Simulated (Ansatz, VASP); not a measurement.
## HgH2 in VASP and in Ansatz

```
Hg H
1.0
     4.33777    0.00000    0.00000
     0.00000    4.33777    0.00000
     0.00000    0.00000    4.33777
Hg H
2 4
Direct
  0.00000 0.00000 0.00000
  0.50000 0.50000 0.50000
  0.25000 0.25000 0.25000
  0.25000 0.75000 0.75000
  0.75000 0.75000 0.25000
  0.75000 0.25000 0.75000
```

Alike in both runs: functional PBE; k mesh 10 × 10 × 10; occupations gaussian, width 0.1 eV; no spin polarisation.

Ansatz relaxed the structure, and its values are those at the end. VASP's run is a single point on that final structure, the one shown.

|  | VASP | Ansatz |
| --- | --- | --- |
| version | VASP 6.6.1 | Ansatz 0.2.0 |
| potentials or method | VASP PAW PBE potentials, release 64 (Hg, H), cutoff 520 eV | scalar-relativistic, plane waves, PAW |
| valence electrons in the cell | 28 | 44 |

Ansatz gave:

```
gap on the k mesh at the Fermi level (eV) : none
pressure (GPa)                            : 0.0
```

Q: Which values does VASP return?

A: gap on the k mesh at the Fermi level (eV): none; pressure (GPa): 0.2.

A gap of «none» marks a metal or a gap that the smearing closes. VASP's potentials hold 28 valence electrons a cell and Ansatz's 44, so a difference there can come from the potentials and not from the codes.

Neither program's run includes spin-orbit coupling.
